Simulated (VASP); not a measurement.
# CaO (R-3m) in VASP: further runs

CaO is run at these levels: r2SCAN; tasks: single point.

Program: VASP 6.6.1. These are calculated values, not measurements. Logs are shortened: lines on timing, memory, paths and dates and some standing lists are left out, and cuts for length are marked.

### 1 The cell of the first run

The structure is trigonal, space group R-3m (No. 166). The conventional cell has a = 2.749 Å, b = 2.749 Å, c = 13.467 Å, α = 90.00°, β = 90.00°, γ = 120.00°. Ca (site symmetry -3m) has 6 Ca at 2.75 Å and 6 O at 2.75 Å within 3.6 Å. O (site symmetry -3m) has 6 O at 2.75 Å and 6 Ca at 2.75 Å within 3.6 Å.

### 2 Single point, r2SCAN

File POSCAR:

```
CaO
1.0
    1.2958483921      3.2396209802      3.2396209802
    3.2396209802      1.2958483921      3.2396209802
    3.2396209802      3.2396209802      1.2958483921
Ca O
1 1
Direct
    0.0000000000      0.0000000000      0.0000000000
    0.5000000000      0.5000000000      0.5000000000
```

File INCAR.step1:

```
SYSTEM = CaO
PREC     = Accurate       ! precision mode
ENCUT    = 520            ! plane-wave cutoff, eV
ISMEAR   = 0              ! smearing method
SIGMA    = 0.05           ! smearing width, eV
LREAL    = .False.        ! projectors in reciprocal space
LASPH    = .True.         ! aspherical terms in the spheres
NELM     = 100            ! most SCF steps
NBANDS   = 15             ! bands
GGA      = PE             ! functional
ALGO     = Normal         ! electronic algorithm
EDIFF    = 1E-4           ! SCF threshold, eV
LWAVE    = .True.         ! write WAVECAR
LCHARG   = .False.        ! write CHGCAR
```

File INCAR.step2:

```
SYSTEM = CaO
PREC     = Accurate       ! precision mode
ENCUT    = 520            ! plane-wave cutoff, eV
EDIFF    = 1E-6           ! SCF threshold, eV
ISMEAR   = 0              ! smearing method
SIGMA    = 0.05           ! smearing width, eV
LREAL    = .False.        ! projectors in reciprocal space
LASPH    = .True.         ! aspherical terms in the spheres
NELM     = 100            ! most SCF steps
ALGO     = Normal         ! electronic algorithm
ISIF     = 2              ! what is computed and relaxed
LWAVE    = .False.        ! write WAVECAR
LCHARG   = .False.        ! write CHGCAR
METAGGA  = R2SCAN         ! meta-GGA
LMIXTAU  = .True.       
NBANDS   = 15             ! bands
ISTART   = 1
```

File KPOINTS:

```
regular mesh
0
Gamma
  10 10 10
  0 0 0
```

Potentials or basis: VASP PAW PBE potentials, release 64 (Ca_sv, O).

The run is started by

```
$ cat potpaw_PBE.64/Ca_sv/POTCAR potpaw_PBE.64/O/POTCAR > POTCAR
$ cp INCAR.step1 INCAR
$ mpirun -np 1 vasp_std > vasp.out
$ cp INCAR.step2 INCAR
$ mpirun -np 1 vasp_std > vasp.out
```

OUTCAR:

```text
SYSTEM = CaO
   PREC = Accurate
   ENCUT = 520
   EDIFF = 1E-6
   ISMEAR = 0
   LREAL = .False.
   LASPH = .True.
   NELM = 100
   ISIF = 2
   METAGGA = R2SCAN
   ISTART = 1

 ion  position               nearest neighbor table
   1  0.000  0.000  0.000-
   2  0.500  0.500  0.500-

  LATTYP: Found a trigonal (rhomboedric) cell.
 ALAT       =     4.7612510169
 COS(alpha) =     0.8333333333

  Lattice vectors:

 A1 = (   1.2958483921,   3.2396209802,   3.2396209802)
 A2 = (   3.2396209802,   1.2958483921,   3.2396209802)
 A3 = (   3.2396209802,   3.2396209802,   1.2958483921)

Analysis of symmetry for initial positions (statically):
=====================================================================
 Subroutine PRICEL returns:
 Original cell was already a primitive cell.

 Routine SETGRP: Setting up the symmetry group for a
 trigonal (rhombohedral) supercell.

 Subroutine GETGRP returns: Found 12 space group operations
 (whereof 12 operations were pure point group operations)
 out of a pool of 12 trial point group operations.

The static configuration has the point symmetry D_3d.

Analysis of symmetry for dynamics (positions and initial velocities):
=====================================================================
 Subroutine PRICEL returns:
 Original cell was already a primitive cell.

 Routine SETGRP: Setting up the symmetry group for a
 trigonal (rhombohedral) supercell.

 Subroutine GETGRP returns: Found 12 space group operations
 (whereof 12 operations were pure point group operations)
 out of a pool of 12 trial point group operations.

The dynamic configuration has the point symmetry D_3d.

 Subroutine INISYM returns: Found 12 space group operations
 (whereof 12 operations are pure point group operations),
 and found     1 'primitive' translations

----------------------------------------------------------------------------------------

                                     Primitive cell

  volume of cell :      29.3762

  direct lattice vectors                    reciprocal lattice vectors
     1.295848392  3.239620980  3.239620980    -0.300103694  0.214359781  0.214359781
     3.239620980  1.295848392  3.239620980     0.214359781 -0.300103694  0.214359781
     3.239620980  3.239620980  1.295848392     0.214359781  0.214359781 -0.300103694

  length of vectors
     4.761251017  4.761251017  4.761251017     0.426570579  0.426570579  0.426570579

  position of ions in fractional coordinates (direct lattice)
     0.000000000  0.000000000  0.000000000
     0.500000000  0.500000000  0.500000000

  ion indices of the primitive-cell ions
   primitive index   ion index
                 1           1
                 2           2

----------------------------------------------------------------------------------------

 KPOINTS: regular mesh

Automatic generation of k-mesh.
 Grid dimensions read from file:
 generate k-points for:   10   10   10

 Generating k-lattice:

  Cartesian coordinates                     Fractional coordinates (reciprocal lattice)
    -0.030010369  0.021435978  0.021435978     0.100000000  0.000000000 -0.000000000
     0.021435978 -0.030010369  0.021435978     0.000000000  0.100000000 -0.000000000
     0.021435978  0.021435978 -0.030010369     0.000000000  0.000000000  0.100000000

  Length of vectors
     0.042657058  0.042657058  0.042657058

  Shift w.r.t. Gamma in fractional coordinates (k-lattice)
     0.000000000  0.000000000  0.000000000

 Subroutine IBZKPT returns following result:
 ===========================================

 Found    116 irreducible k-points:

 Following reciprocal coordinates:
            Coordinates               Weight
  0.000000  0.000000  0.000000      1.000000
  0.100000 -0.000000 -0.000000      6.000000
  0.200000 -0.000000 -0.000000      6.000000
  0.300000  0.000000  0.000000      6.000000
  0.400000  0.000000  0.000000      6.000000
  0.500000 -0.000000 -0.000000      3.000000
[... 16 lines left out ...]
  0.300000  0.300000 -0.000000      6.000000
  0.400000  0.300000  0.000000     12.000000
 [... further k-points ...]
   k-points           NKPTS =    116   k-points in BZ     NKDIM =    116   number of bands    NBANDS=     15
   number of dos      NEDOS =    301   number of ions     NIONS =      2
   total plane-waves  NPLWV =  46656
   dimension x,y,z NGX =    36 NGY =   36 NGZ =   36
   dimension x,y,z NGXF=    72 NGYF=   72 NGZF=   72
   ions per type =               1   1
   NGX,Y,Z   is equivalent  to a cutoff of  12.57, 12.57, 12.57 a.u.
   NGXF,Y,Z  is equivalent  to a cutoff of  25.14, 25.14, 25.14 a.u.
 SYSTEM =  CaO
   PREC   = accura    normal or accurate (medium, high low for compatibility)
   ISTART =      1    job   : 0-new  1-cont  2-samecut
   ICHARG =      0    charge: 1-file 2-atom 10-const
   ISPIN  =      1    spin polarized calculation?
   LNONCOLLINEAR =      F non collinear calculations
   LSORBIT =      F    spin-orbit coupling
   LASPH  =      T    aspherical Exc in radial PAW
   ENCUT  =  520.0 eV  38.22 Ry    6.18 a.u.   8.85  8.85  8.85*2*pi/ulx,y,z
   NELM   =    100;   NELMIN=  2; NELMDL=  0     # of ELM steps
   EDIFF  = 0.1E-05   stopping-criterion for ELM
   LREAL  =      F    real-space projection
   EDIFFG = 0.1E-04   stopping-criterion for IOM
   NSW    =      0    number of steps for IOM
   IBRION =     -1    ionic relax: 0-MD 1-quasi-New 2-CG
   NFREE  =      0    steps in history (QN), initial steepest desc. (CG)
   ISIF   =      2    stress and relaxation
   ISYM   =      2    0-nonsym 1-usesym 2-fastsym
   POTIM  = 0.5000    time-step for ionic-motion
   TEBEG  =    0.0;   TEEND  =   0.0 temperature during run
   PSTRESS=    0.0 pullay stress
   NELECT =      16.0000    total number of electrons
   NUPDOWN=      -1.0000    fix difference up-down
   EMIN   =  10.00;   EMAX   =-10.00  energy-range for DOS
   EFERMI =   0.00;   METHOD = LEGACY
   ISMEAR =     0;   SIGMA  =   0.05  broadening in eV -4-tet -1-fermi 0-gaus
   EFERMI_NEDOS =   21; number of points for ismear=-14 and -15
   IALGO  =     38    algorithm
   IMIX   =      4    mixing-type and parameters
     AMIX     =   0.40;   BMIX     =  1.00
     AMIX_MAG =   1.60;   BMIX_MAG =  1.00
  volume/ion in A,a.u.               =      14.69        99.12
  Fermi-wavevector in a.u.,A,eV,Ry     =   1.336953  2.526474 24.319632  1.787443
  Thomas-Fermi vector in A             =   2.465539
   LORBIT       =      0    0 simple, 1 ext, 2 COOP (PROOUT), +10 PAW based schemes
   METAGGA = R2SCAN    functional components
   LHFCALC =     F    Hartree Fock is set to
   AEXX    =    0.0000 exact exchange contribution
   IVDW    =     0    specifies the selected vdW correction
   LEPSILON=     F    determine dielectric tensor
   LRPA    =     F    only Hartree local field effects (RPA)
 non-spin polarized calculation
 Gauss-broadening in eV      SIGMA  =   0.05
  energy-cutoff  :      520.00
  volume of cell :       29.38
 maximum number of plane-waves:       804
   NGX = 17   NGY = 17   NGZ = 17

 number of electron      15.9999999 magnetization

 Free energy of the ion-electron system (eV)
  ---------------------------------------------------
  ext. energy  EPLUGINS =         0.00000000
  ---------------------------------------------------
  free energy    TOTEN  =       -12.89468221 eV

  energy without entropy =      -12.89119700  energy(sigma->0) =      -12.89293960

 E-fermi :   3.8036     XC(G=0): -10.9321

 val. band max:        3.8003011079   @ k =   0.2000   0.2000   0.1000
 cond. band min:       3.8065127985   @ k =   0.3000   0.3000  -0.0000
 fundamental gap:      0.0062116906
 Fermi energy:         3.8035514650

 k-point     1 :       0.0000    0.0000    0.0000
  band No.  band energies     occupation
      1     -39.8182      2.00000
      2     -19.4649      2.00000
      3     -18.8359      2.00000
      4     -18.8359      2.00000
      5     -14.1289      2.00000
      6       0.7342      2.00000
      7       2.5626      2.00000
      8       4.2978      0.00000
      9       4.2978      0.00000
     10       6.9040      0.00000
     11       6.9040      0.00000
     12       8.3626      0.00000
     13      10.5886      0.00000
     14      10.5886      0.00000
     15      14.6061      0.00000

 k-point     2 :       0.1000   -0.0000   -0.0000
  band No.  band energies     occupation
      1     -39.7686      2.00000
      2     -19.4248      2.00000
      3     -19.0847      2.00000
      4     -18.8873      2.00000
      5     -14.0268      2.00000
      6       0.7169      2.00000
      7       3.0050      2.00000
      8       3.8217      0.60840
      9       4.2089      0.00000
     10       6.5374      0.00000
     11       7.2645      0.00000
     12       8.7230      0.00000
     13      10.0673      0.00000
     14      10.5240      0.00000
     15      15.1317      0.00000

 k-point     3 :       0.2000   -0.0000   -0.0000
  band No.  band energies     occupation
      1     -39.6362      2.00000
      2     -19.7058      2.00000
      3     -19.3178      2.00000
      4     -19.0193      2.00000
      5     -13.7568      2.00000
      6       0.6787      2.00000
      7       2.5704      2.00000
      8       3.9829      0.00000
      9       4.0869      0.00000
     10       6.1285      0.00000
     11       8.2800      0.00000
     12       9.0765      0.00000
     13       9.5335      0.00000
     14      10.3602      0.00000
     15      15.9220      0.00000

 k-point     4 :       0.3000    0.0000    0.0000
  band No.  band energies     occupation
      1     -39.4670      2.00000
      2     -20.4248      2.00000
      3     -19.1821      2.00000
      4     -19.1777      2.00000
      5     -13.4088      2.00000
      6       0.6121      2.00000
      7       1.3777      2.00000
      8       3.7163      1.98638
      9       4.0063      0.00000
     10       7.4041      0.00000
     11       8.3205      0.00000
     12       9.7356      0.00000
     13      10.1681      0.00000
     14      10.2824      0.00000
     15      16.2028      0.00000
[... 307 lines left out ...]
 k-point    22 :      -0.2000    0.2000    0.0000
  band No.  band energies     occupation
      1     -39.3872      2.00000
      2     -20.5309      2.00000
      3     -19.5036      2.00000
      4     -19.1102      2.00000
      5     -13.2720      2.00000
      6       0.7902      2.00000
      7       1.3001      2.00000
      8       3.1243      2.00000
      9       5.1131      0.00000
     10       5.9862      0.00000
     11       8.2881      0.00000
     12       9.1873      0.00000
     13      10.2727      0.00000
     14      11.7583      0.00000
     15      17.2714      0.00000

 k-point    23 :       0.3000    0.3000   -0.0000
  band No.  band energies     occupation
      1     -39.4669      2.00000
      2     -20.4176      2.00000
      3     -19.1924      2.00000
      4     -19.1784      2.00000
      5     -13.4291      2.00000
      6       0.8703      2.00000
      7       1.7312      2.00000
      8       3.6806      1.99950
      9       3.8065      0.93325
     10       6.8948      0.00000
     11       7.9485      0.00000
     12       9.7635      0.00000
     13       9.9195      0.00000
     14      10.3648      0.00000
     15      16.8250      0.00000

 k-point    24 :       0.4000    0.3000    0.0000
  band No.  band energies     occupation
      1     -39.3698      2.00000
      2     -20.7042      2.00000
      3     -19.3829      2.00000
      4     -19.1112      2.00000
      5     -13.2525      2.00000
      6       1.0132      2.00000
      7       1.3873      2.00000
      8       3.3661      2.00000
      9       3.8553      0.14346
     10       6.5798      0.00000
     11       8.0463      0.00000
     12       9.4858      0.00000
     13      10.1230      0.00000
     14      11.8212      0.00000
     15      17.4623      0.00000

 [... further k-points ...]

------------------------ aborting loop because EDIFF is reached ----------------------------------------

  FORCE on cell =-STRESS in cart. coord.  units (eV):
  Direction    XX          YY          ZZ          XY          YZ          ZX
  --------------------------------------------------------------------------------------
  -------------------------------------------------------------------------------------
  Total       -0.6195749     -0.6195749     -0.6195749     -7.1805116     -7.1805116     -7.1805116
  in kB      -33.7915459    -33.7915459    -33.7915459   -391.6242899   -391.6242899   -391.6242899
  external PRESSURE =     -33.7915459 kB  Pullay stress =       0.0000000 kB

 VOLUME and BASIS-vectors are now :
 -----------------------------------------------------------------------------
  energy-cutoff  :      520.00
  volume of cell :       29.38
      direct lattice vectors                 reciprocal lattice vectors
     1.295848392  3.239620980  3.239620980    -0.300103694  0.214359781  0.214359781
     3.239620980  1.295848392  3.239620980     0.214359781 -0.300103694  0.214359781
     3.239620980  3.239620980  1.295848392     0.214359781  0.214359781 -0.300103694

 POSITION                                       TOTAL-FORCE (eV/Angst)
 -----------------------------------------------------------------------------------
      0.00000      0.00000      0.00000        -0.000000     -0.000000     -0.000000
      3.88755      3.88755      3.88755         0.000000      0.000000      0.000000
 -----------------------------------------------------------------------------------
    total drift:                               -0.000000      0.000000      0.000000

  FREE ENERGIE OF THE ION-ELECTRON SYSTEM (eV)
  ---------------------------------------------------
  free  energy   TOTEN  =       -12.8946822092 eV

  energy  without entropy=      -12.8911969972  energy(sigma->0) =      -12.89293960
```

Run time: 2.4 min. Hardware: 1 thread of Intel Xeon 6975P-C (Granite Rapids), shared host; peak memory 0.25 GiB.

What came out:

```
Free energy            : -12.8947 eV
Pressure               : -3.4 GPa
Band gap on the k mesh : zero (bands 8 and 9 overlap by 0.86 eV)
```

Levels at points of the mesh, in eV from the Fermi level:
| k point | band 6 | band 7 | band 8 | band 9 | band 10 | band 11 |
| --- | --- | --- | --- | --- | --- | --- |
| (0.00, 0.00, 0.00) | -3.07 | -1.24 | 0.49 | 0.49 | 3.10 | 3.10 |
| (0.50, 0.00, 0.00) | -3.68 | -3.29 | -0.37 | -0.36 | 3.88 | 6.16 |
| (0.50, 0.50, 0.00) | -3.15 | -2.09 | -0.92 | -0.21 | 1.63 | 5.64 |
| (0.50, 0.50, 0.50) | -4.46 | -0.10 | 0.37 | 0.37 | 3.24 | 3.24 |

Caveat: the cell stands under tension; the PAW data sets were made with another functional, which shifts forces and pressure a little.

[end of part 1 of 2]
